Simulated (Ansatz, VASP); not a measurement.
**One calculation of PbO, two programs**

```
CELL_PARAMETERS angstrom
0.00000 2.60652 2.60652
2.60652 0.00000 2.60652
2.60652 2.60652 0.00000
ATOMIC_POSITIONS crystal
Pb 0.00000 0.00000 0.00000
O 0.50000 0.50000 0.50000
```

Alike in both runs: task single point; functional HSE06; k mesh 4 × 4 × 4; no spin polarisation.

|  | VASP | Ansatz |
| --- | --- | --- |
| version | VASP 6.6.1 | Ansatz 0.2.0 |
| potentials or method | VASP PAW PBE potentials, release 64 (Pb_d, O) | plane waves, PAW |
| plane-wave cutoff (eV) | 520 | 420 |
| occupations | gaussian, width 0.01 eV | fixed |
| valence electrons in the cell | 20 | 20 |

|  | VASP | Ansatz | Ansatz less VASP |
| --- | --- | --- | --- |
| gap on the k mesh at the Fermi level (eV) | 0.15 | 0.14 | -0.005 |
| pressure (GPa) | -1.6 | -1.6 | +0.01 |

Ansatz's warnings: stress exchange threshold loose, stress scf threshold loose.

The k mesh is coarse, so the values compare programs but aren't converged. Neither program's run includes spin-orbit coupling.
